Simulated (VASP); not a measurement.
# CaO in VASP: settings compared

CaO is run at these levels: PBE, r2SCAN; tasks: single point.

Program: VASP 6.6.1. These are calculated values, not measurements. Logs are shortened: lines on timing, memory, paths and dates and some standing lists are left out, and cuts for length are marked.

### 1 The cell of the first run

The structure is trigonal, space group R-3m (No. 166). Conventional cell: a = 3.391 Å, b = 3.391 Å, c = 8.264 Å, α = 90.00°, β = 90.00°, γ = 120.00°. Ca (site symmetry -3m) has 6 O at 2.39 Å within 3.2 Å. O (site symmetry -3m) has 6 Ca at 2.39 Å within 3.2 Å.

### 2 Single point, PBE (strain along [111] -0.5%)

File INCAR:

```
  PREC = Accurate
  ENCUT = 520
  EDIFF = 1E-6
  ISMEAR = -1
  SIGMA = 0.02
  LREAL = F
  LASPH = T
  NELM = 100
  ALGO = Normal
  ISIF = 2
  LWAVE = F
  LCHARG = F
  GGA = PE
  NBANDS = 15
```

File KPOINTS:

```
regular mesh
0
Gamma
  10 10 10
```

File POSCAR:

```
CaO
1.0
   -0.0079918338      2.3895582928      2.3895582928
    2.3895582928     -0.0079918338      2.3895582928
    2.3895582928      2.3895582928     -0.0079918338
Ca O
1 1
Direct
    0.0000000000      0.0000000000      0.0000000000
    0.5000000000      0.5000000000      0.5000000000
```

Potentials or basis: VASP PAW PBE potentials, release 64 (Ca_sv, O).

Launch:

```bash
cat potpaw_PBE.64/Ca_sv/POTCAR potpaw_PBE.64/O/POTCAR > POTCAR
mpirun -np 1 vasp_std > vasp.out
```

OUTCAR:

```text
PREC = Accurate
   ENCUT = 520
   EDIFF = 1E-6
   ISMEAR = -1
   LREAL = F
   LASPH = T
   NELM = 100
   ISIF = 2
   GGA = PE

 ion  position               nearest neighbor table
   1  0.000  0.000  0.000-   2 2.39   2 2.39   2 2.39   2 2.39   2 2.39   2 2.39
   2  0.500  0.500  0.500-   1 2.39   1 2.39   1 2.39   1 2.39   1 2.39   1 2.39

  LATTYP: Found a trigonal (rhomboedric) cell.
 ALAT       =     3.3793551957
 COS(alpha) =     0.4966527407

  Lattice vectors:

 A1 = (  -0.0079918338,   2.3895582928,   2.3895582928)
 A2 = (   2.3895582928,  -0.0079918338,   2.3895582928)
 A3 = (   2.3895582928,   2.3895582928,  -0.0079918338)

Analysis of symmetry for initial positions (statically):
=====================================================================
 Subroutine PRICEL returns:
 Original cell was already a primitive cell.

 Routine SETGRP: Setting up the symmetry group for a
 trigonal (rhombohedral) supercell.

 Subroutine GETGRP returns: Found 12 space group operations
 (whereof 12 operations were pure point group operations)
 out of a pool of 12 trial point group operations.

The static configuration has the point symmetry D_3d.

Analysis of symmetry for dynamics (positions and initial velocities):
=====================================================================
 Subroutine PRICEL returns:
 Original cell was already a primitive cell.

 Routine SETGRP: Setting up the symmetry group for a
 trigonal (rhombohedral) supercell.

 Subroutine GETGRP returns: Found 12 space group operations
 (whereof 12 operations were pure point group operations)
 out of a pool of 12 trial point group operations.

The dynamic configuration has the point symmetry D_3d.

 Subroutine INISYM returns: Found 12 space group operations
 (whereof 12 operations are pure point group operations),
 and found     1 'primitive' translations

----------------------------------------------------------------------------------------

                                     Primitive cell

  volume of cell :      27.4256

  direct lattice vectors                    reciprocal lattice vectors
    -0.007991834  2.389558293  2.389558293    -0.208196890  0.208895537  0.208895537
     2.389558293 -0.007991834  2.389558293     0.208895537 -0.208196890  0.208895537
     2.389558293  2.389558293 -0.007991834     0.208895537  0.208895537 -0.208196890

  length of vectors
     3.379355196  3.379355196  3.379355196     0.361414769  0.361414769  0.361414769

[... 90 lines left out ...]
   PSTRESS=    0.0 pullay stress
   NELECT =      16.0000    total number of electrons
   NUPDOWN=      -1.0000    fix difference up-down
   EMIN   =  10.00;   EMAX   =-10.00  energy-range for DOS
   EFERMI =   0.00;   METHOD = LEGACY
   ISMEAR =    -1;   SIGMA  =   0.02  broadening in eV -4-tet -1-fermi 0-gaus
   EFERMI_NEDOS =   21; number of points for ismear=-14 and -15
   IALGO  =     38    algorithm
   IMIX   =      4    mixing-type and parameters
     AMIX     =   0.40;   BMIX     =  1.00
     AMIX_MAG =   1.60;   BMIX_MAG =  1.00
  volume/ion in A,a.u.               =      13.71        92.54
  Fermi-wavevector in a.u.,A,eV,Ry     =   1.367927  2.585006 25.459534  1.871223
  Thomas-Fermi vector in A             =   2.493936
   LORBIT       =      0    0 simple, 1 ext, 2 COOP (PROOUT), +10 PAW based schemes
   GGA     = PE    functional components
   LHFCALC =     F    Hartree Fock is set to
   AEXX    =    0.0000 exact exchange contribution
   IVDW    =     0    specifies the selected vdW correction
   LEPSILON=     F    determine dielectric tensor
   LRPA    =     F    only Hartree local field effects (RPA)
 non-spin polarized calculation
  energy-cutoff  :      520.00
  volume of cell :       27.43
 maximum number of plane-waves:       754
 NGX is ok and might be reduce to    28
   NGX = 13   NGY = 13   NGZ = 13

 number of electron      15.9999997 magnetization

 Free energy of the ion-electron system (eV)
  ---------------------------------------------------
  ext. energy  EPLUGINS =         0.00000000
  ---------------------------------------------------
  free energy    TOTEN  =       -12.79443818 eV

  energy without entropy =      -12.79443818  energy(sigma->0) =      -12.79443818

 E-fermi :   2.8224     XC(G=0): -10.5343

 val. band max:        2.4305387657   @ k =   0.0000   0.0000   0.0000
 cond. band min:       6.0506087048   @ k =   0.5000   0.5000   0.0000
 fundamental gap:      3.6200699391
 Fermi energy:         2.8223837295

 k-point     1 :       0.0000    0.0000    0.0000
  band No.  band energies     occupation
      1     -35.1691      2.00000
      2     -15.9241      2.00000
      3     -15.9241      2.00000
      4     -15.9236      2.00000
      5     -13.1365      2.00000
      6       2.4138      2.00000
      7       2.4138      2.00000
      8       2.4305      2.00000
      9       7.2306      0.00000
     10       8.6567      0.00000
     11       8.6567      0.00000
     12       8.7083      0.00000
     13      10.1989      0.00000
     14      10.1989      0.00000
[... 401 lines left out ...]
      2     -16.6005      2.00000
      3     -16.1323      2.00000
      4     -16.1019      2.00000
      5     -12.5985      2.00000
      6       0.7324      2.00000
      7       1.8569      2.00000
      8       1.9718      2.00000
      9       6.7278      0.00000
     10      10.1579      0.00000
     11      11.2641      0.00000
     12      11.3518      0.00000
     13      11.4948      0.00000
     14      13.3375      0.00000
     15      18.1563      0.00000

 [... further k-points ...]

------------------------ aborting loop because EDIFF is reached ----------------------------------------

  FORCE on cell =-STRESS in cart. coord.  units (eV):
  Direction    XX          YY          ZZ          XY          YZ          ZX
  --------------------------------------------------------------------------------------
  -------------------------------------------------------------------------------------
  Total        0.6251567      0.6251567      0.6251567      0.0428877      0.0428877      0.0428877
  in kB       36.5210551     36.5210551     36.5210551      2.5054569      2.5054569      2.5054569
  external PRESSURE =      36.5210551 kB  Pullay stress =       0.0000000 kB

 VOLUME and BASIS-vectors are now :
 -----------------------------------------------------------------------------
  energy-cutoff  :      520.00
  volume of cell :       27.43
      direct lattice vectors                 reciprocal lattice vectors
    -0.007991834  2.389558293  2.389558293    -0.208196890  0.208895537  0.208895537
     2.389558293 -0.007991834  2.389558293     0.208895537 -0.208196890  0.208895537
     2.389558293  2.389558293 -0.007991834     0.208895537  0.208895537 -0.208196890

 POSITION                                       TOTAL-FORCE (eV/Angst)
 -----------------------------------------------------------------------------------
      0.00000      0.00000      0.00000        -0.000000     -0.000000     -0.000000
      2.38556      2.38556      2.38556         0.000000      0.000000      0.000000
 -----------------------------------------------------------------------------------
    total drift:                                0.000000      0.000000      0.000000

  FREE ENERGIE OF THE ION-ELECTRON SYSTEM (eV)
  ---------------------------------------------------
  free  energy   TOTEN  =       -12.7944381785 eV

  energy  without entropy=      -12.7944381785  energy(sigma->0) =      -12.79443818
```

OSZICAR:

```text
N       E                     dE             d eps       ncg     rms          rms(c)
DAV:   1     0.125879137867E+03    0.12588E+03   -0.83660E+03  3480   0.109E+03
DAV:   2    -0.908908782588E+01   -0.13497E+03   -0.12562E+03  4349   0.293E+02
DAV:   3    -0.143635468619E+02   -0.52745E+01   -0.52362E+01  4166   0.599E+01
DAV:   4    -0.145061835684E+02   -0.14264E+00   -0.14253E+00  4922   0.888E+00
DAV:   5    -0.145078000366E+02   -0.16165E-02   -0.16164E-02  4122   0.826E-01    0.857E+00
DAV:   6    -0.128680492734E+02    0.16398E+01   -0.50493E+00  4014   0.221E+01    0.355E+00
DAV:   7    -0.127978351398E+02    0.70214E-01   -0.40571E-01  3942   0.660E+00    0.180E+00
DAV:   8    -0.127953887909E+02    0.24463E-02   -0.75309E-02  4544   0.295E+00    0.424E-01
DAV:   9    -0.127938098311E+02    0.15790E-02   -0.47329E-03  3543   0.579E-01    0.109E-01
DAV:  10    -0.127944623679E+02   -0.65254E-03   -0.72283E-04  4384   0.244E-01    0.413E-02
DAV:  11    -0.127944381022E+02    0.24266E-04   -0.51628E-05  4071   0.845E-02    0.732E-03
DAV:  12    -0.127944381785E+02   -0.76336E-07   -0.71997E-06  4075   0.245E-02
   1 F= -.12794438E+02 E0= -.12794438E+02  d E =-.525442E-11
```

stdout:

```text
POSCAR found type information on POSCAR CaO
 POSCAR found :  2 types and       2 ions
 scaLAPACK will be used
 LDA part: xc-table for (Slater+PW92), standard interpolation
 POSCAR, INCAR and KPOINTS ok, starting setup
 FFT: planning ... GRIDC
 FFT: planning ... GRID_SOFT
 FFT: planning ... GRID
 WAVECAR not read
 entering main loop
```

Run time: 24 s. Hardware: 1 thread of AMD EPYC 9R45 (Zen 5), shared host; peak memory 0.16 GiB.

What came out:

- Free energy: -12.7944 eV
- Pressure: 3.7 GPa
- Band gap on the k mesh: 3.62 eV (least direct gap 4.00 eV)

Levels at points of the mesh, in eV from the valence-band top:
```csv
k point,band 6,band 7,band 8,band 9,band 10,band 11
"(0.00, 0.00, 0.00)",-0.02,-0.02,0.00,4.80,6.23,6.23
"(0.50, 0.00, 0.00)",-2.68,-1.24,-1.22,7.09,8.38,8.43
"(0.50, 0.50, 0.00)",-1.31,-0.39,-0.38,3.62,8.12,8.95
"(0.50, 0.50, 0.50)",-2.68,-1.25,-1.25,7.11,8.43,8.43
```

Caveat: the cell differs from its parent crystal (strain along [111] -0.5%); the cell stands under pressure. A k mesh can miss the band edges.

### 3 Single point, r2SCAN (uniaxial x strain -3.0%)

File POSCAR:

```
CaO
1.0
    0.0000000000      2.3975501265      2.3975501265
    2.3256236227      0.0000000000      2.3975501265
    2.3256236227      2.3975501265      0.0000000000
Ca O
1 1
Direct
    0.0000000000      0.0000000000      0.0000000000
    0.5000000000      0.5000000000      0.5000000000
```

File INCAR.step1:

```
  PREC = Accurate
  ENCUT = 520
  ISMEAR = 0
  SIGMA = 0.01
  LREAL = False
  LASPH = True
  NELM = 60
  NBANDS = 15
  GGA = PE
  ALGO = Normal
  EDIFF = 1E-4
  LWAVE = True
  LCHARG = False
```

File INCAR.step2:

```
  PREC = Accurate
  ENCUT = 520
  EDIFF = 1E-6
  ISMEAR = 0
  SIGMA = 0.01
  LREAL = False
  LASPH = True
  NELM = 60
  ALGO = Normal
  ISIF = 2
  LWAVE = False
  LCHARG = True
  METAGGA = R2SCAN
  LMIXTAU = True
  LELF = True
  LVHAR = True
  NBANDS = 15
  ISTART = 1
```

KPOINTS is that of step 2.

Potentials or basis: VASP PAW PBE potentials, release 64 (Ca_sv, O).

Launch:

```bash
cat potpaw_PBE.64/Ca_sv/POTCAR potpaw_PBE.64/O/POTCAR > POTCAR
cp INCAR.step1 INCAR
mpirun -np 1 vasp_std > vasp.out
cp INCAR.step2 INCAR
mpirun -np 1 vasp_std > vasp.out
```

Wall time 1.7 min (1 thread of AMD EPYC 9R45 (Zen 5), shared host); peak memory 0.16 GiB.

The run converged. Its results:

- Free energy: -19.4251 eV
- Pressure: 5.3 GPa
- Band gap on the k mesh: 4.04 eV (least direct gap 4.51 eV)

Stress tensor (GPa, compression positive):
```
9.90 0.00 0.00
0.00 2.96 0.00
0.00 0.00 2.96
```

Levels at points of the mesh, in eV from the valence-band top:
```csv
k point,band 4,band 5,band 6,band 7,band 8,band 9,band 10,band 11,band 12,band 13
"(0.00, 0.00, 0.00)",-18.81,-16.61,-0.09,-0.09,0.00,5.65,6.82,6.82,7.03,8.40
"(0.50, 0.00, 0.00)",-18.85,-15.14,-2.76,-1.35,-1.34,7.82,9.19,9.22,9.45,11.29
"(0.50, 0.50, 0.00)",-19.05,-16.40,-1.40,-0.44,-0.35,4.16,8.94,9.83,10.31,10.54
"(0.00, 0.50, 0.50)",-19.11,-16.40,-1.20,-0.48,-0.48,4.04,9.03,9.79,10.44,10.44
```

Caveat: the cell differs from its parent crystal (uniaxial x strain -3.0%); the cell stands under pressure; the PAW data sets were made with another functional, which shifts forces and pressure a little. A k mesh can miss the band edges.

### 4 Single point, r2SCAN (uniaxial z strain -0.5%)

File POSCAR:

```
CaO
1.0
    0.0000000000      2.3975501265      2.3855623759
    2.3975501265      0.0000000000      2.3855623759
    2.3975501265      2.3975501265      0.0000000000
Ca O
1 1
Direct
    0.0000000000      0.0000000000      0.0000000000
    0.5000000000      0.5000000000      0.5000000000
```

File INCAR.step1:

```
PREC = Accurate
ENCUT = 520
ISMEAR = 0
SIGMA = 0.01
LREAL = F
LASPH = T
NELM = 80
NBANDS = 15
GGA = PE
ALGO = Normal
EDIFF = 1E-4
LWAVE = T
LCHARG = F
```

File INCAR.step2:

```
PREC = Accurate
ENCUT = 520
EDIFF = 1E-6
ISMEAR = 0
SIGMA = 0.01
LREAL = F
LASPH = T
NELM = 80
ALGO = Normal
ISIF = 2
LWAVE = F
LCHARG = T
METAGGA = R2SCAN
LMIXTAU = T
LELF = T
LVHAR = T
NBANDS = 15
ISTART = 1
```

File KPOINTS:

```
Automatic mesh
0
Gamma
  10 10 10
```

Launch:

```bash
cat potpaw_PBE.64/Ca_sv/POTCAR potpaw_PBE.64/O/POTCAR > POTCAR
cp INCAR.step1 INCAR
mpirun -np 1 vasp_std > vasp.out
cp INCAR.step2 INCAR
mpirun -np 1 vasp_std > vasp.out
```

Wall time 1.7 min (1 thread of AMD EPYC 9R45 (Zen 5), shared host); peak memory 0.16 GiB.

Results (log left out):

- Free energy: -19.4514 eV
- Pressure: 1.7 GPa
- Band gap on the k mesh: 4.17 eV (least direct gap 4.55 eV)

Stress tensor (GPa, compression positive):
```
1.34 0.00 0.00
0.00 1.34 0.00
0.00 0.00 2.30
```

Levels at points of the mesh, in eV from the valence-band top:
```csv
k point,band 6,band 7,band 8,band 9,band 10,band 11
"(0.00, 0.00, 0.00)",-0.01,-0.01,0.00,5.52,6.86,6.86
"(0.50, 0.00, 0.00)",-2.64,-1.23,-1.23,7.75,9.10,9.11
"(0.50, 0.50, 0.00)",-1.28,-0.39,-0.39,4.17,8.85,9.69
"(0.50, 0.00, 0.50)",-1.31,-0.38,-0.37,4.18,8.84,9.69
```

Caveat: the cell differs from its parent crystal (uniaxial z strain -0.5%); the PAW data sets were made with another functional, which shifts forces and pressure a little. A k mesh can miss the band edges.

### 5 Overview

```tsv
level	cell	smearing	gap on the mesh (eV)	pressure (GPa)
PBE	a = 3.379 Å, angles 60.2°, 2 atoms	fermi-dirac 0.02 eV	3.62	3.7
r2SCAN	a = 3.391, b = 3.340, c = 3.340 Å, angles 61.0, 59.5, 59.5°, 2 atoms	gaussian 0.01 eV	4.04	5.3
r2SCAN	a = 3.382, b = 3.382, c = 3.391 Å, angles 59.9, 59.9, 60.2°, 2 atoms	gaussian 0.01 eV	4.17	1.7
```

Alike in all rows: task single point; potentials or basis VASP PAW PBE potentials, release 64 (Ca_sv, O); no spin polarisation; k mesh 10 × 10 × 10; cutoff (eV) 520.

Caveats: the cell stands under pressure (at least some runs); the PAW data sets were made with another functional, which shifts forces and pressure a little (at least some runs).

Absolute energies hang on the potentials; compare differences alone.
